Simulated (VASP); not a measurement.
Te, 3 atoms in the cell. The structure is trigonal, space group P3_121 (No. 152). The conventional cell has a = 4.454 Å, b = 4.454 Å, c = 5.924 Å, α = 90.00°, β = 90.00°, γ = 120.00°. Te (site symmetry 2) has 6 Te at 2.86 to 3.47 Å within 3.8 Å. 

```yaml
Program: VASP 6.6.1
Task: relaxation of cell and atoms
Functional: PBE
Potentials_or_basis: VASP PAW PBE potentials, release 64 (Te)
Cutoff: 600 eV
k_mesh: 7 × 7 × 5
Occupations: fermi-dirac, width 0.05 eV
Spin: no spin polarisation
Dipole_correction: no
Further_INCAR_settings: ALGO = Normal; EDIFF = 1e-06; IBRION = 2; EDIFFG = -0.01; NSW = 60; ISIF = 3
```

Potentials or basis: VASP PAW PBE potentials, release 64 (Te).

Run with:

```sh
$ cat potpaw_PBE.64/Te/POTCAR > POTCAR
$ mpirun -np 1 vasp_std > vasp.out
```

Hardware: 1 thread of AMD EPYC 7R13 Processor (Zen 3), with other jobs on the host.

Question: How long does it take, and how much memory?

Answer: Wall time 2.2 min on 1 thread of AMD EPYC 7R13 Processor (Zen 3), on a shared host, peak memory 0.23 GiB. Counts: scf iterations 52, k points 32, ion steps 8.
